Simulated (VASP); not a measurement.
# LiSi16 (a cell with a defect) in VASP: single point with PBEsol

Aim: the single point of LiSi16 (a cell with a defect) with PBEsol.

Everything below comes from runs of VASP 6.6.1. Logs are shortened: lines on timing, memory, paths and dates and some standing lists are left out, and cuts for length are marked.

## 1. The cell of the first run

The cell holds a defect, 17 atoms: a = 7.675 Å, b = 7.675 Å, c = 7.675 Å, α = 60.00°, β = 60.00°, γ = 60.00°.

## 2. Single point, PBEsol

The input, INCAR:

```
SYSTEM = LiSi16
ALGO     = Normal         ! electronic algorithm
EDIFF    = 1E-6           ! SCF threshold, eV
ENCUT    = 520            ! plane-wave cutoff, eV
GGA      = PS             ! functional
ISIF     = 2              ! what is computed and relaxed
ISMEAR   = 0              ! smearing method
LASPH    = .True.         ! aspherical terms in the spheres
LCHARG   = .False.        ! write CHGCAR
LREAL    = Auto         
LWAVE    = .False.        ! write WAVECAR
NBANDS   = 48             ! bands
NELECT   = 66.0         
NELM     = 60             ! most SCF steps
PREC     = Accurate       ! precision mode
SIGMA    = 0.05           ! smearing width, eV
```

The input, KPOINTS:

```
k-points
0
Gamma
  2 2 2
  0 0 0
```

The input, POSCAR:

```
LiSi16
1.0
    0.0000000000      5.4271200000      5.4271200000
    5.4271200000      0.0000000000      5.4271200000
    5.4271200000      5.4271200000      0.0000000000
Si Li
16 1
Direct
    0.3699692470      0.3688463679      0.3926965868
    0.2552467976      0.2325546515      0.2564511196
    0.3699841721      0.3688495003      0.8691953559
    0.2182485370      0.2605899630      0.7609433733
    0.4071193377      0.8642990205      0.3646529835
    0.2552566555      0.7561077514      0.2564526858
    0.3699750512      0.8923427158      0.8691930527
    0.2552400721      0.7561042505      0.7329092594
    0.8812188601      0.3671598380      0.3761566908
    0.7440069503      0.2491433762      0.2580574964
    0.8463768076      0.3845454864      0.8848918948
    0.7440236258      0.2491429156      0.7494836119
    0.8812292708      0.8758153496      0.3761562302
    0.7790134546      0.7403330864      0.2406789421
    0.8812118582      0.8758163630      0.8675067992
    0.7440134915      0.7577102588      0.7494839805
    0.3126205980      0.5624660041      0.0628208884
```

Potentials or basis: VASP PAW PBE potentials, release 64 (Si, Li_sv).

On the command line:

```bash
$ cat potpaw_PBE.64/Si/POTCAR potpaw_PBE.64/Li_sv/POTCAR > POTCAR
$ mpirun -np 1 vasp_std > vasp.out
```

OUTCAR:

```text
SYSTEM = LiSi16
   EDIFF = 1E-6
   ENCUT = 520
   GGA = PS
   ISIF = 2
   ISMEAR = 0
   LASPH = .True.
   LREAL = Auto
   NELECT = 66.0
   NELM = 60
   PREC = Accurate

 ion  position               nearest neighbor table
   1  0.370  0.369  0.393-   4 2.32  10 2.34  17 2.35   2 2.43   6 2.43
   2  0.255  0.233  0.256-   5 2.32   9 2.34  17 2.35   3 2.43   1 2.43
   3  0.370  0.369  0.869-   4 2.32  12 2.34  17 2.35   8 2.43   2 2.43
   4  0.218  0.261  0.761-   1 2.32   7 2.32   3 2.32  11 2.33
   5  0.407  0.864  0.365-   6 2.32   2 2.32   8 2.32  14 2.33
   6  0.255  0.756  0.256-   5 2.32  13 2.34  17 2.35   7 2.43   1 2.43
   7  0.370  0.892  0.869-   4 2.32  16 2.34  17 2.35   8 2.43   6 2.43
   8  0.255  0.756  0.733-   5 2.32  15 2.34  17 2.35   3 2.43   7 2.43
   9  0.881  0.367  0.376-  12 2.34  10 2.34  14 2.34   2 2.34
  10  0.744  0.249  0.258-   9 2.34  13 2.34  11 2.34   1 2.34
  11  0.846  0.385  0.885-   4 2.33  12 2.34  16 2.34  10 2.34
  12  0.744  0.249  0.749-  15 2.34   9 2.34  11 2.34   3 2.34
  13  0.881  0.876  0.376-  16 2.34  10 2.34  14 2.34   6 2.34
  14  0.779  0.740  0.241-   5 2.33  15 2.34   9 2.34  13 2.34
  15  0.881  0.876  0.868-  12 2.34  16 2.34  14 2.34   8 2.34
  16  0.744  0.758  0.749-  15 2.34  13 2.34  11 2.34   7 2.34
  17  0.313  0.562  0.063-   1 2.35   7 2.35   3 2.35   6 2.35   2 2.35   8 2.35

  LATTYP: Found a face centered cubic cell.
 ALAT       =    10.8542400000

  Lattice vectors:

 A1 = (   0.0000000000,   5.4271200000,   5.4271200000)
 A2 = (   5.4271200000,   0.0000000000,   5.4271200000)
 A3 = (   5.4271200000,   5.4271200000,   0.0000000000)

Analysis of symmetry for initial positions (statically):
=====================================================================
 Subroutine PRICEL returns:
 Original cell was already a primitive cell.

 Routine SETGRP: Setting up the symmetry group for a
 face centered cubic supercell.

 Subroutine GETGRP returns: Found  1 space group operations
 (whereof  1 operations were pure point group operations)
 out of a pool of 48 trial point group operations.

The static configuration has the point symmetry C_1 .

Analysis of symmetry for dynamics (positions and initial velocities):
=====================================================================
 Subroutine PRICEL returns:
 Original cell was already a primitive cell.

 Routine SETGRP: Setting up the symmetry group for a
 face centered cubic supercell.

 Subroutine GETGRP returns: Found  1 space group operations
 (whereof  1 operations were pure point group operations)
 out of a pool of 48 trial point group operations.

The dynamic configuration has the point symmetry C_1 .

 Subroutine INISYM returns: Found  1 space group operations
 (whereof  1 operations are pure point group operations),
 and found     1 'primitive' translations

----------------------------------------------------------------------------------------

                                     Primitive cell

  volume of cell :     319.6968

  direct lattice vectors                    reciprocal lattice vectors
     0.000000000  5.427120000  5.427120000    -0.092129896  0.092129896  0.092129896
     5.427120000  0.000000000  5.427120000     0.092129896 -0.092129896  0.092129896
     5.427120000  5.427120000  0.000000000     0.092129896  0.092129896 -0.092129896

  length of vectors
     7.675106709  7.675106709  7.675106709     0.159573660  0.159573660  0.159573660

  position of ions in fractional coordinates (direct lattice)
     0.369969247  0.368846368  0.392696587
     0.255246798  0.232554652  0.256451120
     0.369984172  0.368849500  0.869195356
     0.218248537  0.260589963  0.760943373
     0.407119338  0.864299020  0.364652984
     0.255256655  0.756107751  0.256452686
[... 9 lines left out ...]
     0.744013491  0.757710259  0.749483981
     0.312620598  0.562466004  0.062820888

  ion indices of the primitive-cell ions
   primitive index   ion index
                 1           1
                 2           2
                 3           3
                 4           4
                 5           5
                 6           6
[... 9 lines left out ...]
                16          16
                17          17

----------------------------------------------------------------------------------------

 KPOINTS: k-points

Automatic generation of k-mesh.
 Grid dimensions read from file:
 generate k-points for:    2    2    2

 Generating k-lattice:

  Cartesian coordinates                     Fractional coordinates (reciprocal lattice)
    -0.046064948  0.046064948  0.046064948     0.500000000  0.000000000  0.000000000
     0.046064948 -0.046064948  0.046064948     0.000000000  0.500000000  0.000000000
     0.046064948  0.046064948 -0.046064948     0.000000000  0.000000000  0.500000000

  Length of vectors
     0.079786830  0.079786830  0.079786830

  Shift w.r.t. Gamma in fractional coordinates (k-lattice)
     0.000000000  0.000000000  0.000000000

 Subroutine IBZKPT returns following result:
 ===========================================

 Found      8 irreducible k-points:

 Following reciprocal coordinates:
            Coordinates               Weight
  0.000000  0.000000  0.000000      1.000000
  0.500000  0.000000  0.000000      1.000000
  0.000000  0.500000  0.000000      1.000000
  0.000000  0.000000  0.500000      1.000000
  0.500000  0.500000  0.500000      1.000000
  0.500000  0.500000  0.000000      1.000000
  0.000000  0.500000  0.500000      1.000000
  0.500000  0.000000  0.500000      1.000000
   k-points           NKPTS =      8   k-points in BZ     NKDIM =      8   number of bands    NBANDS=     48
   number of dos      NEDOS =    301   number of ions     NIONS =     17
   total plane-waves  NPLWV = 216000
   dimension x,y,z NGX =    60 NGY =   60 NGZ =   60
   dimension x,y,z NGXF=   120 NGYF=  120 NGZF=  120
   ions per type =              16   1
   NGX,Y,Z   is equivalent  to a cutoff of  13.00, 13.00, 13.00 a.u.
   NGXF,Y,Z  is equivalent  to a cutoff of  25.99, 25.99, 25.99 a.u.
 SYSTEM =  LiSi16
   PREC   = accura    normal or accurate (medium, high low for compatibility)
   ISTART =      0    job   : 0-new  1-cont  2-samecut
   ICHARG =      2    charge: 1-file 2-atom 10-const
   ISPIN  =      1    spin polarized calculation?
   LNONCOLLINEAR =      F non collinear calculations
   LSORBIT =      F    spin-orbit coupling
   LASPH  =      T    aspherical Exc in radial PAW
   ENCUT  =  520.0 eV  38.22 Ry    6.18 a.u.  14.27 14.27 14.27*2*pi/ulx,y,z
   NELM   =     60;   NELMIN=  2; NELMDL= -5     # of ELM steps
   EDIFF  = 0.1E-05   stopping-criterion for ELM
   LREAL  =      T    real-space projection
   EDIFFG = 0.1E-04   stopping-criterion for IOM
   NSW    =      0    number of steps for IOM
   IBRION =     -1    ionic relax: 0-MD 1-quasi-New 2-CG
   NFREE  =      0    steps in history (QN), initial steepest desc. (CG)
   ISIF   =      2    stress and relaxation
   ISYM   =      2    0-nonsym 1-usesym 2-fastsym
   POTIM  = 0.5000    time-step for ionic-motion
   TEBEG  =    0.0;   TEEND  =   0.0 temperature during run
   PSTRESS=    0.0 pullay stress
   NELECT =      66.0000    total number of electrons
   NUPDOWN=      -1.0000    fix difference up-down
   EMIN   =  10.00;   EMAX   =-10.00  energy-range for DOS
   EFERMI =   0.00;   METHOD = LEGACY
   ISMEAR =     0;   SIGMA  =   0.05  broadening in eV -4-tet -1-fermi 0-gaus
   EFERMI_NEDOS =   21; number of points for ismear=-14 and -15
   IALGO  =     38    algorithm
   IMIX   =      4    mixing-type and parameters
     AMIX     =   0.40;   BMIX     =  1.00
     AMIX_MAG =   1.60;   BMIX_MAG =  1.00
  volume/ion in A,a.u.               =      18.81       126.91
  Fermi-wavevector in a.u.,A,eV,Ry     =   0.967557  1.828418 12.737329  0.936167
  Thomas-Fermi vector in A             =   2.097453
   LORBIT       =      0    0 simple, 1 ext, 2 COOP (PROOUT), +10 PAW based schemes
   GGA     = PS    functional components
   LHFCALC =     F    Hartree Fock is set to
   AEXX    =    0.0000 exact exchange contribution
   IVDW    =     0    specifies the selected vdW correction
   LEPSILON=     F    determine dielectric tensor
   LRPA    =     F    only Hartree local field effects (RPA)
 non-spin polarized calculation
 Gauss-broadening in eV      SIGMA  =   0.05
  energy-cutoff  :      520.00
  volume of cell :      319.70
 maximum number of plane-waves:      8646
 NGX is ok and might be reduce to    60
   NGX = 29   NGY = 29   NGZ = 29

 number of electron      66.0000001 magnetization

 Free energy of the ion-electron system (eV)
  ---------------------------------------------------
  ext. energy  EPLUGINS =         0.00000000
  ---------------------------------------------------
  free energy    TOTEN  =       -98.17261957 eV

  energy without entropy =      -98.17171158  energy(sigma->0) =      -98.17216557

 E-fermi :   6.1184     XC(G=0):  -9.5927

 val. band max:        6.0362773353   @ k =   0.0000   0.0000   0.0000
 cond. band min:       6.1908488482   @ k =   0.0000   0.0000   0.0000
 fundamental gap:      0.1545715128
 Fermi energy:         6.1183964405

 k-point     1 :       0.0000    0.0000    0.0000
  band No.  band energies     occupation
      1     -39.5858      2.00000
      2      -5.9688      2.00000
      3      -3.7129      2.00000
      4      -3.6419      2.00000
      5      -3.6419      2.00000
      6      -3.5964      2.00000
[... 37 lines left out ...]
     44       8.2138      0.00000
     45       8.2139      0.00000

 k-point     2 :       0.5000    0.0000    0.0000
  band No.  band energies     occupation
      1     -39.5858      2.00000
      2      -5.2135      2.00000
      3      -5.1125      2.00000
      4      -3.3755      2.00000
      5      -3.3226      2.00000
      6      -3.3226      2.00000
[... 37 lines left out ...]
     44       9.5763      0.00000
     45       9.5822      0.00000

 k-point     3 :       0.0000    0.5000    0.0000
  band No.  band energies     occupation
      1     -39.5858      2.00000
      2      -5.2155      2.00000
      3      -5.1410      2.00000
      4      -3.3523      2.00000
      5      -3.3432      2.00000
      6      -3.3116      2.00000
[... 37 lines left out ...]
     44       9.4968      0.00000
     45       9.5500      0.00000

 k-point     4 :       0.0000    0.0000    0.5000
  band No.  band energies     occupation
      1     -39.5858      2.00000
      2      -5.2155      2.00000
      3      -5.1410      2.00000
      4      -3.3523      2.00000
      5      -3.3432      2.00000
      6      -3.3116      2.00000
[... 37 lines left out ...]
     44       9.4969      0.00000
     45       9.5500      0.00000

 k-point     5 :       0.5000    0.5000    0.5000
  band No.  band energies     occupation
      1     -39.5858      2.00000
      2      -5.2155      2.00000
      3      -5.1410      2.00000
      4      -3.3523      2.00000
      5      -3.3432      2.00000
      6      -3.3116      2.00000
[... 37 lines left out ...]
     44       9.4968      0.00000
     45       9.5500      0.00000

 k-point     6 :       0.5000    0.5000    0.0000
  band No.  band energies     occupation
      1     -39.5858      2.00000
      2      -4.9433      2.00000
      3      -4.8493      2.00000
      4      -3.9887      2.00000
      5      -3.9543      2.00000
      6      -3.9362      2.00000
[... 37 lines left out ...]
     44      10.1625      0.00000
     45      10.2199      0.00000

 k-point     7 :       0.0000    0.5000    0.5000
  band No.  band energies     occupation
      1     -39.5858      2.00000
      2      -4.9433      2.00000
      3      -4.8493      2.00000
      4      -3.9887      2.00000
      5      -3.9543      2.00000
      6      -3.9362      2.00000
[... 37 lines left out ...]
     44      10.1625      0.00000
     45      10.2199      0.00000

 k-point     8 :       0.5000    0.0000    0.5000
  band No.  band energies     occupation
      1     -39.5858      2.00000
      2      -4.9433      2.00000
      3      -4.8493      2.00000
      4      -3.9887      2.00000
      5      -3.9543      2.00000
      6      -3.9362      2.00000
[... 37 lines left out ...]
     44      10.1625      0.00000
     45      10.2199      0.00000
 [bands above 45 left out]

------------------------ aborting loop because EDIFF is reached ----------------------------------------

  FORCE on cell =-STRESS in cart. coord.  units (eV):
  Direction    XX          YY          ZZ          XY          YZ          ZX
  --------------------------------------------------------------------------------------
  -------------------------------------------------------------------------------------
  Total       -3.3723694     -3.3710242     -3.3734744      0.9594305     -0.9585601      0.9605109
  in kB      -16.9008073    -16.8940661    -16.9063453      4.8082364     -4.8038747      4.8136512
  external PRESSURE =     -16.9004062 kB  Pullay stress =       0.0000000 kB

 VOLUME and BASIS-vectors are now :
 -----------------------------------------------------------------------------
  energy-cutoff  :      520.00
  volume of cell :      319.70
      direct lattice vectors                 reciprocal lattice vectors
     0.000000000  5.427120000  5.427120000    -0.092129896  0.092129896  0.092129896
     5.427120000  0.000000000  5.427120000     0.092129896 -0.092129896  0.092129896
     5.427120000  5.427120000  0.000000000     0.092129896  0.092129896 -0.092129896

 POSITION                                       TOTAL-FORCE (eV/Angst)
 -----------------------------------------------------------------------------------
      4.13299      4.13908      4.00964        -0.000284     -0.004562      0.000014
      2.65389      2.77705      2.64736        -0.001796      0.001435      0.003727
      6.71902      6.72518      4.00974         0.004172      0.000518      0.000716
      5.54398      5.31419      2.59871         0.017613     -0.017762     -0.017626
      6.66967      4.18850      6.90014        -0.015965      0.016621      0.016698
      5.49529      2.77711      5.48880        -0.003697      0.001528      0.001618
[... 9 lines left out ...]
      8.17972      8.10539      8.15003         0.004500     -0.004855      0.008838
      3.39351      2.03757      4.74920        -0.000213     -0.001375     -0.000924
 -----------------------------------------------------------------------------------
    total drift:                               -0.005796      0.005578      0.003480

  FREE ENERGIE OF THE ION-ELECTRON SYSTEM (eV)
  ---------------------------------------------------
  free  energy   TOTEN  =       -98.1726195668 eV

  energy  without entropy=      -98.1717115795  energy(sigma->0) =      -98.17216557
```

Run time: 3.3 min. Hardware: 1 thread of Intel Xeon 8259CL, shared host; peak memory 0.45 GiB.

Results:

```
Free energy   : -98.1726 eV
Largest force : 0.031 eV/Å
```

Forces in eV/Å, atoms in the order of the input:
```
Si   0.000 -0.005  0.000
Si  -0.002  0.001  0.004
Si   0.004  0.001  0.001
Si   0.018 -0.018 -0.018
Si  -0.016  0.017  0.017
Si  -0.004  0.002  0.002
Si   0.000  0.001 -0.004
Si  -0.002  0.004  0.001
Si  -0.002  0.003 -0.007
Si   0.004  0.008 -0.004
Si  -0.011  0.010  0.010
Si  -0.007 -0.004 -0.004
Si   0.006  0.003  0.002
Si   0.010 -0.010 -0.010
Si  -0.002 -0.006  0.003
Si   0.004 -0.005  0.009
Li   0.000 -0.001 -0.001
```

Levels at points of the mesh, in eV from the Fermi level:
```tsv
k point	band 31	band 32	band 33	band 34	band 35	band 36
(0.00, 0.00, 0.00)	-0.14	-0.08	-0.08	0.07	0.41	0.41
(0.50, 0.00, 0.00)	-0.90	-0.82	-0.82	1.05	1.05	1.07
(0.00, 0.50, 0.00)	-0.91	-0.90	-0.83	0.85	1.09	1.24
(0.00, 0.00, 0.50)	-0.91	-0.90	-0.83	0.85	1.09	1.24
(0.50, 0.50, 0.50)	-0.91	-0.90	-0.83	0.85	1.09	1.24
(0.50, 0.50, 0.00)	-1.50	-1.42	-1.37	0.76	0.94	1.99
(0.00, 0.50, 0.50)	-1.50	-1.42	-1.37	0.76	0.94	1.99
(0.50, 0.00, 0.50)	-1.50	-1.42	-1.37	0.76	0.94	1.99
```

Caveat: the k points lie up to 0.50 Å⁻¹ apart; the cell carries a net charge on a neutralising background, which shifts energy and pressure; the cell is charged against a uniform background, so pressure and absolute levels hang on convention; the cutoff is under 1.25 times the usual one of these potentials, so pressure, stress and relaxed cells hold a basis-set (Pulay) error; the PAW data sets were made with another functional, which shifts forces and pressure a little.
